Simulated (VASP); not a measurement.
The system is Co.

```xyz
6
Lattice="0.0000 3.2174 3.2174 3.2174 0.0000 3.2174 3.2174 3.2174 0.0000" Properties=species:S:1:pos:R:3 pbc="T T T"
Co    1.6087    1.6087    1.6087
Co    0.0000    0.0000    0.0000
Co    2.4130    2.4130    4.0217
Co    2.4130    4.0217    2.4130
Co    4.0217    2.4130    2.4130
Co    4.0217    4.0217    4.0217
```

This isn't the form of Co at room conditions, which is hcp.

```yaml
Program: VASP 6.6.1
Task: relaxation of cell and atoms
Functional: PBE
Potentials_or_basis: VASP PAW PBE potentials, release 64 (Co)
Cutoff: 600 eV
k_mesh: 6 × 6 × 6
Occupations: gaussian, width 0.1 eV
Spin: collinear spin, ferromagnetic start
Starting_moments: "[1.98, 1.98, 1.93, 1.93, 1.93, 1.93] μB"
```

At the start: pressure 6.2 GPa; volume 11.10 Å³/atom.

How do energy, volume and symmetry change on relaxing?

Over 3 steps the energy falls by 7.0 meV/atom and the volume is 11.48 Å³/atom (+3.4 %); space group Fd-3m (No. 227, to 0.1 Å) before and after; moment 10.41 μB per cell.

The path:
```tsv
step	energy change (eV)	largest force (eV/Å)	pressure (GPa)	volume (Å³)
1	0.0000	0.0000	6.17	66.61
2	-0.0125	0.0000	-4.65	70.81
3	-0.0418	0.0000	-0.01	68.85
```

Final structure:
```
Co
1.0
     0.00000    3.25307    3.25307
     3.25307    0.00000    3.25307
     3.25307    3.25307    0.00000
Co
6
Direct
  0.25000 0.25000 0.25000
  0.00000 0.00000 0.00000
  0.62500 0.62500 0.12500
  0.62500 0.12500 0.62500
  0.12500 0.62500 0.62500
  0.62500 0.62500 0.62500
```
